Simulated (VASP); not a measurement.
A run of VASP 6.6.1 is set up as follows.

The input INCAR:

```
  PREC = Accurate
  ENCUT = 600
  EDIFF = 1E-6
  ISMEAR = 0
  SIGMA = 0.1
  LREAL = False
  LASPH = True
  NELM = 120
  ALGO = Normal
  ISIF = 2
  LWAVE = False
  LCHARG = False
  GGA = PE
  NBANDS = 27
  GGA_COMPAT = False
```

Contents of KPOINTS:

```
regular mesh
0
Gamma
  4 4 4
```

POSCAR

```
BaHfO3
1.0
    4.1695667999      0.0000000000      0.0000000000
    0.0000000000      4.1695667999      0.0000000000
    0.0000000000      0.0000000000      4.1703766343
Ba Hf O
1 1 3
Direct
    0.5000000000      0.5000000000      0.9964249600
    0.0000000000      0.0000000000      0.4978753300
    0.0000000000      0.5000000000      0.4988901400
    0.5000000000      0.0000000000      0.4988901400
    0.0000000000      0.0000000000      0.9979412200
```

Potentials or basis: VASP PAW PBE potentials, release 64 (Ba_sv, Hf_pv, O).

Command:

```console
$ cat potpaw_PBE.64/Ba_sv/POTCAR potpaw_PBE.64/Hf_pv/POTCAR potpaw_PBE.64/O/POTCAR > POTCAR
$ mpirun -np 1 vasp_std > vasp.out
```

Predict the band gap on the k mesh.

3.58 eV, indirect (least direct gap 3.80 eV).

What does it give for the pressure?

3.6 GPa.

What does it give for the largest force?

0.024 eV/Å.

Forces in eV/Å, atoms in the order of the input:
```
Ba   0.000  0.000  0.024
Hf   0.000  0.000 -0.017
O    0.000  0.000 -0.014
O    0.000  0.000 -0.014
O    0.000  0.000  0.020
```

Caveat: spin-orbit coupling is left out, which moves the levels of the heavy elements. A k mesh can miss the band edges.
